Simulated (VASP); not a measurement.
Wanted: the native input for a VASP 6.6.1 run.

| Item | Value |
| --- | --- |
| Task | single point |
| Functional | PBE |
| Potentials or basis | VASP PAW PBE potentials, release 64 (Al) |
| Cutoff | 400 eV |
| k mesh | 15 × 15 × 1 |
| Occupations | methfessel-paxton, width 0.1 eV |
| Spin | no spin polarisation |
| Dipole correction | yes |
| Further INCAR settings | ALGO = Normal; EDIFF = 1e-06; NBANDS = 14; NELMDL = -8 |

The structure of Al lies in POSCAR:

```
Al
1.0
    3.0028735933      0.0000000291      0.0000000000
   -1.5014368219      2.6005648016      0.0000000000
    0.0000000000      0.0000000000     28.1269675229
Al
4
Direct
    0.6666666667      0.3333333333      0.5494056314
    0.3333333333      0.6666666667      0.6283640042
    0.0000000000      0.0000000000      0.7056448015
    0.6666666667      0.3333333333      0.7847781415
```

These files were run (other wordings do the same):

INCAR

```
SYSTEM = Al
ALGO = Normal
DIPOL = 0.5 0.5 0.667
EDIFF = 1E-6
ENCUT = 400
GGA = PE
GGA_COMPAT = .FALSE.
IDIPOL = 3
ISIF = 2
ISMEAR = 1
LASPH = .TRUE.
LCHARG = .FALSE.
LDIPOL = .TRUE.
LREAL = .FALSE.
LWAVE = .FALSE.
NBANDS = 14
NELM = 120
NELMDL = -8
PREC = Accurate
SIGMA = 0.1
```

KPOINTS

```
k-points
0
G
  15 15 1
  0 0 0
```

Potentials or basis: VASP PAW PBE potentials, release 64 (Al).

The run is started by

```bash
$ cat potpaw_PBE.64/Al/POTCAR > POTCAR
$ mpirun -np 1 vasp_std > vasp.out
```

It gave:

```
Largest force          : 0.109 eV/Å
Band gap on the k mesh : zero (band 6 reaches 1.11 eV, above the bottom of band 7 at -1.12 eV)
```

It took 3.2 min on 1 thread of Intel Xeon 8259CL, with other jobs on the host, peak memory 0.27 GiB.
